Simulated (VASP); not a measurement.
A run of VASP 6.6.1 is set up as follows.

File INCAR:

```
SYSTEM = Si
PREC = Accurate ; ENCUT = 520
EDIFF = 1E-7 ; ISMEAR = -1
SIGMA = 0.1 ; LREAL = .FALSE.
LASPH = .TRUE. ; NELM = 60
ALGO = Normal ; ISIF = 2
LWAVE = .FALSE. ; LCHARG = .FALSE.
GGA = PE ; NBANDS = 11
```

KPOINTS

```
Automatic mesh
0
G
  18 18 18
  0 0 0
```

POSCAR

```
Si
1.0
   -1.9333378070      1.9333378070      1.0271645835
    1.9333378070     -1.9333378070      1.0271645835
    1.9333378070      1.9333378070     -1.0271645835
Si
2
Direct
   -0.3750000000     -0.1250000000     -0.2500000000
    0.3750000000      0.1250000000      0.2500000000
```

Potentials or basis: VASP PAW PBE potentials, release 64 (Si).

Command:

```console
$ cat potpaw_PBE.64/Si/POTCAR > POTCAR
$ mpirun -np 1 vasp_std > vasp.out
```

**Question.** What does it give for the band gap on the k mesh?

**Answer.** Zero (bands 4 and 5 overlap by 8.62 eV).

**Question.** Estimate the pressure.

**Answer.** 304.9 GPa.

Stress tensor (GPa, compression positive):
```
305.10   0.00   0.00
  0.00 305.10   0.00
  0.00   0.00 304.57
```

Caveat: the cell stands under pressure.
